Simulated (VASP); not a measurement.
Wanted: the native input for a VASP 6.6.1 run.

```yaml
Task: relaxation of cell and atoms
Functional: r2SCAN
Potentials_or_basis: VASP PAW PBE potentials, release 64 (Br)
Cutoff: 600 eV
k_mesh: 6 × 6 × 4
Occupations: gaussian, width 0.1 eV
Spin: no spin polarisation
Dipole_correction: no
Further_INCAR_settings: ALGO = Normal; EDIFF = 1e-07; IBRION = 2; EDIFFG = -0.04; NSW = 90; ISIF = 3
```

The system is Br.

```xyz
2
Lattice="3.6635 0.0000 0.0000 -1.8317 3.1727 0.0000 0.0000 0.0000 5.9460" Properties=species:S:1:pos:R:3 pbc="T T T"
Br    0.0000    2.1151    1.4865
Br    1.8317    1.0576    4.4595
```

One way to write it, as run:

POSCAR

```
Br
1.0
    3.6634720995      0.0000000000      0.0000000000
   -1.8317360498      3.1726599042      0.0000000000
    0.0000000000      0.0000000000      5.9460092332
Br
2
Direct
    0.3333333333      0.6666666667      0.2500000000
    0.6666666667      0.3333333333      0.7500000000
```

INCAR.step1

```
SYSTEM = Br
ALGO = Normal ; EDIFF = 1E-4
ENCUT = 600 ; GGA = PE
ISMEAR = 0 ; LASPH = .TRUE.
LCHARG = .FALSE. ; LREAL = .FALSE.
LWAVE = .TRUE. ; NELM = 60
PREC = Accurate ; SIGMA = 0.1
```

INCAR.step2

```
SYSTEM = Br
ALGO = Normal ; EDIFF = 1E-7
EDIFFG = -0.04 ; ENCUT = 600
IBRION = 2 ; ISIF = 3
ISMEAR = 0 ; ISTART = 1
LASPH = .TRUE. ; LCHARG = .FALSE.
LMIXTAU = .TRUE. ; LREAL = .FALSE.
LWAVE = .FALSE. ; METAGGA = R2SCAN
NELM = 60 ; NSW = 90
PREC = Accurate ; SIGMA = 0.1
```

KPOINTS

```
k-points
0
G
  6 6 4
  0 0 0
```

Potentials or basis: VASP PAW PBE potentials, release 64 (Br).

Launch:

```bash
$ cat potpaw_PBE.64/Br/POTCAR > POTCAR
$ cp INCAR.step1 INCAR
$ mpirun -np 1 vasp_std > vasp.out
$ cp INCAR.step2 INCAR
$ mpirun -np 1 vasp_std > vasp.out
```

It gave:

```yaml
Relaxed_volume: 27.96 Å³/atom
Relaxed_cell: a = 3.891 Å, b = 3.891 Å, c = 4.265 Å, α = 90.00°, β = 90.00°, γ = 120.00°
Space_group_after_relaxing_to_0.1_Å: P6_3/mmc (No. 194)
Energy_gained_by_relaxing: 328.3 meV/atom
Ionic_steps: 23
Pressure_after_relaxing: 0.0 GPa
Band_gap_on_the_k_mesh: zero (bands 7 and 8 overlap by 2.11 eV)
```

Caveat: the volume moved by over 15 % at a fixed basis, so the end points are rough; the PAW data sets were made with another functional, which shifts forces and pressure a little.

It took 41 min on 1 thread of Oxide Virtual Turin-like Processor, with other jobs on the host, peak memory 0.2 GiB.
